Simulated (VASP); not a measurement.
Here is a VASP 6.6.1 calculation.

The input POSCAR:

```
CdTe
1.0
    0.0000000000      2.7861582968      2.7861582968
    2.7861582968      0.0000000000      2.7861582968
    2.7861582968      2.7861582968      0.0000000000
Cd Te
1 1
Direct
    0.0000000000      0.0000000000      0.0000000000
    0.5000000000      0.5000000000      0.5000000000
```

Contents of INCAR.step1:

```
PREC = Accurate ; ENCUT = 550
ISMEAR = -1 ; SIGMA = 0.05
LREAL = False ; LASPH = True
NELM = 120 ; NBANDS = 16
GGA = PE ; ALGO = Normal
EDIFF = 1E-5 ; LWAVE = True
LCHARG = False ; GGA_COMPAT = False
```

INCAR.step2

```
PREC = Accurate ; ENCUT = 550
EDIFF = 1E-6 ; ISMEAR = -1
SIGMA = 0.05 ; LREAL = False
LASPH = True ; NELM = 120
ALGO = Normal ; ISIF = 2
LWAVE = False ; LCHARG = True
METAGGA = R2SCAN ; LMIXTAU = True
LELF = True ; LVHAR = True
NBANDS = 16 ; ISTART = 1
GGA_COMPAT = False
```

KPOINTS

```
regular mesh
0
Gamma
  10 10 10
```

Potentials or basis: VASP PAW PBE potentials, release 64 (Cd, Te).

The run is started by

```console
$ cat potpaw_PBE.64/Cd/POTCAR potpaw_PBE.64/Te/POTCAR > POTCAR
$ cp INCAR.step1 INCAR
$ mpirun -np 1 vasp_std > vasp.out
$ cp INCAR.step2 INCAR
$ mpirun -np 1 vasp_std > vasp.out
```

Q: What does it give for the band gap on the k mesh?

A: Zero (band 9 reaches 7.21 eV, above the bottom of band 10 at 5.83 eV).

Q: What does it give for the pressure?

A: 26.9 GPa.

Caveat: the PAW data sets were made with another functional, which shifts forces and pressure a little; spin-orbit coupling is left out, which moves the levels of the heavy elements.
